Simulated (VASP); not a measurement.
# Cr (Im-3m) in VASP: notebook, part 3 of 3

VASP 6.6.1.

## Step 4: Single point, PBEsol, collinear spin, ferromagnetic start

Input file INCAR:

```
PREC = Accurate
ENCUT = 520
EDIFF = 1E-6
ISMEAR = -1
SIGMA = 0.05
LREAL = False
LASPH = True
NELM = 150
ALGO = Normal
ISIF = 2
LWAVE = False
LCHARG = False
ISPIN = 2
MAGMOM = 3
LORBIT = 11
NUPDOWN = 3.0
LMAXMIX = 4
GGA = PS
NBANDS = 16
```

Input file KPOINTS:

```
regular mesh
0
Gamma
  10 10 10
```

Input file POSCAR:

```
Cr
1.0
   -1.4844496776      1.4844496776      1.4844496776
    1.4844496776     -1.4844496776      1.4844496776
    1.4844496776      1.4844496776     -1.4844496776
Cr
1
Direct
    0.0000000000      0.0000000000      0.0000000000
```

Potentials or basis: VASP PAW PBE potentials, release 64 (Cr_pv).

Launch:

```
> cat potpaw_PBE.64/Cr_pv/POTCAR > POTCAR
> mpirun -np 1 vasp_std > vasp.out
```

OUTCAR:

```text
PREC = Accurate
   ENCUT = 520
   EDIFF = 1E-6
   ISMEAR = -1
   LREAL = False
   LASPH = True
   NELM = 150
   ISIF = 2
   ISPIN = 2
   LORBIT = 11
   NUPDOWN = 3.0
   GGA = PS

 ion  position               nearest neighbor table
   1  0.000  0.000  0.000-

  LATTYP: Found a body centered cubic cell.
 ALAT       =     2.9688993552

  Lattice vectors:

 A1 = (  -1.4844496776,   1.4844496776,   1.4844496776)
 A2 = (   1.4844496776,  -1.4844496776,   1.4844496776)
 A3 = (   1.4844496776,   1.4844496776,  -1.4844496776)

Analysis of symmetry for initial positions (statically):
=====================================================================
 Subroutine PRICEL returns:
 Original cell was already a primitive cell.

 Routine SETGRP: Setting up the symmetry group for a
 body centered cubic supercell.

 Subroutine GETGRP returns: Found 48 space group operations
 (whereof 48 operations were pure point group operations)
 out of a pool of 48 trial point group operations.

The static configuration has the point symmetry O_h .

Analysis of symmetry for dynamics (positions and initial velocities):
=====================================================================
 Subroutine PRICEL returns:
 Original cell was already a primitive cell.

 Routine SETGRP: Setting up the symmetry group for a
 body centered cubic supercell.

 Subroutine GETGRP returns: Found 48 space group operations
 (whereof 48 operations were pure point group operations)
 out of a pool of 48 trial point group operations.

The dynamic configuration has the point symmetry O_h .

Analysis of structural, dynamic, and magnetic symmetry:
=====================================================================
 Subroutine PRICEL returns:
 Original cell was already a primitive cell.

 Routine SETGRP: Setting up the symmetry group for a
 body centered cubic supercell.

 Subroutine GETGRP returns: Found 48 space group operations
 (whereof 48 operations were pure point group operations)
 out of a pool of 48 trial point group operations.

The overall configuration has the point symmetry O_h .

 Subroutine INISYM returns: Found 48 space group operations
 (whereof 48 operations are pure point group operations),
 and found     1 'primitive' translations

----------------------------------------------------------------------------------------

                                     Primitive cell

  volume of cell :      13.0845

  direct lattice vectors                    reciprocal lattice vectors
    -1.484449678  1.484449678  1.484449678     0.000000000  0.336825160  0.336825160
     1.484449678 -1.484449678  1.484449678     0.336825160  0.000000000  0.336825160
     1.484449678  1.484449678 -1.484449678     0.336825160  0.336825160  0.000000000

  length of vectors
     2.571142263  2.571142263  2.571142263     0.476342709  0.476342709  0.476342709

  position of ions in fractional coordinates (direct lattice)
     0.000000000  0.000000000  0.000000000

  ion indices of the primitive-cell ions
   primitive index   ion index
                 1           1

----------------------------------------------------------------------------------------

 KPOINTS: regular mesh

Automatic generation of k-mesh.
[... 52 lines left out ...]
   dimension x,y,z NGXF=    40 NGYF=   40 NGZF=   40
   ions per type =               1
   NGX,Y,Z   is equivalent  to a cutoff of  12.93, 12.93, 12.93 a.u.
   NGXF,Y,Z  is equivalent  to a cutoff of  25.86, 25.86, 25.86 a.u.
 SYSTEM =  unknown system
   PREC   = accura    normal or accurate (medium, high low for compatibility)
   ISTART =      0    job   : 0-new  1-cont  2-samecut
   ICHARG =      2    charge: 1-file 2-atom 10-const
   ISPIN  =      2    spin polarized calculation?
   LNONCOLLINEAR =      F non collinear calculations
   LSORBIT =      F    spin-orbit coupling
   LASPH  =      T    aspherical Exc in radial PAW
   ENCUT  =  520.0 eV  38.22 Ry    6.18 a.u.   4.78  4.78  4.78*2*pi/ulx,y,z
   NELM   =    150;   NELMIN=  2; NELMDL= -5     # of ELM steps
   EDIFF  = 0.1E-05   stopping-criterion for ELM
   LREAL  =      F    real-space projection
   EDIFFG = 0.1E-04   stopping-criterion for IOM
   NSW    =      0    number of steps for IOM
   IBRION =     -1    ionic relax: 0-MD 1-quasi-New 2-CG
   NFREE  =      0    steps in history (QN), initial steepest desc. (CG)
   ISIF   =      2    stress and relaxation
   ISYM   =      2    0-nonsym 1-usesym 2-fastsym
   POTIM  = 0.5000    time-step for ionic-motion
   TEBEG  =    0.0;   TEEND  =   0.0 temperature during run
   PSTRESS=    0.0 pullay stress
   NELECT =      12.0000    total number of electrons
   NUPDOWN=       3.0000    fix difference up-down
   EMIN   =  10.00;   EMAX   =-10.00  energy-range for DOS
   EFERMI =   0.00;   METHOD = LEGACY
   ISMEAR =    -1;   SIGMA  =   0.05  broadening in eV -4-tet -1-fermi 0-gaus
   EFERMI_NEDOS =   21; number of points for ismear=-14 and -15
   IALGO  =     38    algorithm
   IMIX   =      4    mixing-type and parameters
     AMIX     =   0.40;   BMIX     =  1.00
     AMIX_MAG =   1.60;   BMIX_MAG =  1.00
  volume/ion in A,a.u.               =      13.08        88.30
  Fermi-wavevector in a.u.,A,eV,Ry     =   1.590559  3.005721 34.421077  2.529878
  Thomas-Fermi vector in A             =   2.689235
   LORBIT       =     11    0 simple, 1 ext, 2 COOP (PROOUT), +10 PAW based schemes
   GGA     = PS    functional components
   LHFCALC =     F    Hartree Fock is set to
   AEXX    =    0.0000 exact exchange contribution
   IVDW    =     0    specifies the selected vdW correction
   LEPSILON=     F    determine dielectric tensor
   LRPA    =     F    only Hartree local field effects (RPA)
 spin polarized calculation
  energy-cutoff  :      520.00
  volume of cell :       13.08
 maximum number of plane-waves:       370
   NGX =  9   NGY =  9   NGZ =  9

 number of electron      12.0000008 magnetization       3.0000002

 Free energy of the ion-electron system (eV)
  ---------------------------------------------------
  ext. energy  EPLUGINS =         0.00000000
  ---------------------------------------------------
  free energy    TOTEN  =        -8.63909764 eV

  energy without entropy =       -8.61519899  energy(sigma->0) =       -8.62714832

 E-fermi :   8.9877     XC(G=0): -12.9594

 val. band max:       10.1665668173   @ k =   0.3000   0.2000   0.1000
 cond. band min:       8.9891991633   @ k =   0.4000   0.2000   0.0000
 fundamental gap:     -1.1773676540
 Fermi energy:        10.1729092684

 spin component 1

 k-point     1 :       0.0000    0.0000    0.0000
  band No.  band energies     occupation
      1     -33.7161      1.00000
      2     -33.7161      1.00000
      3     -33.7161      1.00000
      4       1.1741      1.00000
      5       8.0032      1.00000
      6       8.0032      1.00000
[... 435 lines left out ...]
      5       7.3559      1.00000
      6       7.5705      1.00000
[... 8 lines left out ...]
     15      33.7976      0.00000
     16      36.0809      0.00000

 [... further k-points ...]

 spin component 2

 k-point     1 :       0.0000    0.0000    0.0000
  band No.  band energies     occupation
      1     -31.0305      1.00000
      2     -31.0305      1.00000
      3     -31.0305      1.00000
      4       2.4896      1.00000
      5      10.5213      0.00000
      6      10.5213      0.00000
[... 435 lines left out ...]
      5       9.6718      0.00000
      6       9.7651      0.00000
[... 8 lines left out ...]
     15      35.4146      0.00000
     16      37.5197      0.00000

 [... further k-points ...]

------------------------ aborting loop because EDIFF is reached ----------------------------------------

  FORCE on cell =-STRESS in cart. coord.  units (eV):
  Direction    XX          YY          ZZ          XY          YZ          ZX
  --------------------------------------------------------------------------------------
  -------------------------------------------------------------------------------------
  Total        1.3816456      1.3816456      1.3816456      0.0000000     -0.0000000     -0.0000000
  in kB      169.1806949    169.1806949    169.1806949      0.0000000     -0.0000000     -0.0000000
  external PRESSURE =     169.1806949 kB  Pullay stress =       0.0000000 kB

 VOLUME and BASIS-vectors are now :
 -----------------------------------------------------------------------------
  energy-cutoff  :      520.00
  volume of cell :       13.08
      direct lattice vectors                 reciprocal lattice vectors
    -1.484449678  1.484449678  1.484449678     0.000000000  0.336825160  0.336825160
     1.484449678 -1.484449678  1.484449678     0.336825160  0.000000000  0.336825160
     1.484449678  1.484449678 -1.484449678     0.336825160  0.336825160  0.000000000

 POSITION                                       TOTAL-FORCE (eV/Angst)
 -----------------------------------------------------------------------------------
      0.00000      0.00000      0.00000        -0.000000     -0.000000     -0.000000
 -----------------------------------------------------------------------------------
    total drift:                                0.000000     -0.000000      0.000000

  FREE ENERGIE OF THE ION-ELECTRON SYSTEM (eV)
  ---------------------------------------------------
  free  energy   TOTEN  =        -8.6390976441 eV

  energy  without entropy=       -8.6151989861  energy(sigma->0) =       -8.62714832

 total charge

# of ion       s       p       d       tot
------------------------------------------
    1        0.393   6.299   4.183  10.875

 magnetization (x)

# of ion       s       p       d       tot
------------------------------------------
    1        0.001   0.100   2.659   2.760
```

OSZICAR:

```text
N       E                     dE             d eps       ncg     rms          rms(c)
DAV:   1     0.846097105058E+02    0.84610E+02   -0.62839E+03  3064   0.842E+02
DAV:   2    -0.789060239894E+01   -0.92500E+02   -0.87965E+02  3296   0.245E+02
DAV:   3    -0.942179069524E+01   -0.15312E+01   -0.15272E+01  3432   0.351E+01
DAV:   4    -0.942784526119E+01   -0.60546E-02   -0.60545E-02  3480   0.220E+00
DAV:   5    -0.942789741550E+01   -0.52154E-04   -0.52154E-04  3448   0.184E-01    0.980E+00
DAV:   6    -0.858967917732E+01    0.83822E+00   -0.13484E+00  3072   0.178E+01    0.270E+00
DAV:   7    -0.863103924925E+01   -0.41360E-01   -0.81391E-02  3424   0.356E+00    0.175E+00
DAV:   8    -0.864208618206E+01   -0.11047E-01   -0.13498E-02  3184   0.137E+00    0.881E-01
DAV:   9    -0.863916589989E+01    0.29203E-02   -0.10884E-03  3296   0.379E-01    0.290E-01
DAV:  10    -0.863908548038E+01    0.80420E-04   -0.16238E-04  3248   0.127E-01    0.496E-02
DAV:  11    -0.863909656745E+01   -0.11087E-04   -0.99507E-06  3192   0.325E-02    0.151E-02
DAV:  12    -0.863909793065E+01   -0.13632E-05   -0.89685E-07  2832   0.956E-03    0.735E-03
DAV:  13    -0.863909764415E+01    0.28650E-06   -0.19004E-07  1600   0.443E-03
   1 F= -.86390976E+01 E0= -.86271483E+01  d E =-.238987E-01  mag=     3.0000
```

stdout:

```text
POSCAR found type information on POSCAR Cr
 POSCAR found :  1 types and       1 ions
 scaLAPACK will be used
 -----------------------------------------------------------------------------
|                                                                             |
|                                                                             |
|     You enforced a specific xc type in the INCAR file but a different       |
|     I HOPE YOU KNOW WHAT YOU ARE DOING!                                     |
|                                                                             |
 -----------------------------------------------------------------------------

 LDA part: xc-table for (Slater+PW92), standard interpolation
 POSCAR, INCAR and KPOINTS ok, starting setup
 FFT: planning ... GRIDC
 FFT: planning ... GRID_SOFT
 FFT: planning ... GRID
 WAVECAR not read
 entering main loop
```

Run time: 17 s. Hardware: 1 thread of Intel Xeon Platinum 8259CL at 2.50GHz (Skylake/Cascade Lake), shared host; peak memory 0.13 GiB.

What came out:

| Quantity | Value |
| --- | --- |
| Free energy | -8.6391 eV |
| Pressure | 16.9 GPa |
| Net moment | 3.00 μB per cell |
| Site moments | Cr +2.76 μB |
| Valence electrons inside the program's atomic spheres | Cr 10.88 |

Caveat: the PAW data sets were made with another functional, which shifts forces and pressure a little; the total moment is fixed, so each spin has its own Fermi level.

## Step 5: Summary

```tsv
fixed moment (μB)	pressure (GPa)	moment (μB)
1.5	-16.8	1.50
2.2	-3.2	2.20
3.0	16.9	3.00
```

Alike in all rows: task single point; level PBEsol; potentials or basis VASP PAW PBE potentials, release 64 (Cr_pv); spin collinear, ferromagnetic start; cell as given; k mesh 10 × 10 × 10; cutoff (eV) 520; smearing fermi-dirac 0.05 eV.

Caveats: the PAW data sets were made with another functional, which shifts forces and pressure a little; the total moment is fixed, so each spin has its own Fermi level.

Absolute energies hang on the potentials; compare differences alone.
